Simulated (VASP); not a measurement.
Write the native input for VASP 6.6.1 that does the following.

```
Task                   : single point
Functional             : PBEsol
Potentials or basis    : VASP PAW PBE potentials, release 64 (Ga_d)
Cutoff                 : 520 eV
k mesh                 : 8 × 6 × 8
Occupations            : gaussian, width 0.1 eV
Spin                   : no spin polarisation
Dipole correction      : no
Further INCAR settings : ALGO = Normal; EDIFF = 1e-06; NBANDS = 62
```

The structure of Ga lies in POSCAR:

```
Ga
1.0
    4.4719583539      0.0000000000      0.0000000000
    0.0000000000      7.5936510331      0.0000000000
    0.0000000000      0.0000000000      4.4920572815
Ga
8
Direct
    0.5000000000      0.8440126790      0.4166400729
    0.5000000000      0.6559873210      0.9166400729
    0.5000000000      0.1559873210      0.5833599271
    0.5000000000      0.3440126790      0.0833599271
    0.0000000000      0.3440126790      0.4166400729
    0.0000000000      0.1559873210      0.9166400729
    0.0000000000      0.6559873210      0.5833599271
    0.0000000000      0.8440126790      0.0833599271
```

These files were run (other wordings do the same):

INCAR

```
SYSTEM = Ga
PREC     = Accurate       ! precision mode
ENCUT    = 520            ! plane-wave cutoff, eV
EDIFF    = 1E-6           ! SCF threshold, eV
ISMEAR   = 0              ! smearing method
SIGMA    = 0.1            ! smearing width, eV
LREAL    = .False.        ! projectors in reciprocal space
LASPH    = .True.         ! aspherical terms in the spheres
NELM     = 100            ! most SCF steps
ALGO     = Normal         ! electronic algorithm
ISIF     = 2              ! what is computed and relaxed
LWAVE    = .False.        ! write WAVECAR
LCHARG   = .True.         ! write CHGCAR
GGA      = PS             ! functional
LELF     = .True.         ! ELF
LVHAR    = .True.       
NBANDS   = 62             ! bands
```

KPOINTS

```
Automatic mesh
0
Gamma
  8 6 8
  0 0 0
```

Potentials or basis: VASP PAW PBE potentials, release 64 (Ga_d).

Command:

```bash
$ cat potpaw_PBE.64/Ga_d/POTCAR > POTCAR
$ mpirun -np 1 vasp_std > vasp.out
```

Results of the run:

```yaml
Pressure: 0.0 GPa
Largest_force: 0.048 eV/Å
Band_gap_on_the_k_mesh: zero (band 52 reaches 5.40 eV, above the bottom of band 53 at 4.65 eV)
```

Caveat: the PAW data sets were made with another functional, which shifts forces and pressure a little.

It took 12 min on 1 thread of Intel(R) Xeon(R) Platinum 8259CL CPU @ 2.50GHz (Skylake/Cascade Lake), with other jobs on the host, peak memory 0.67 GiB.
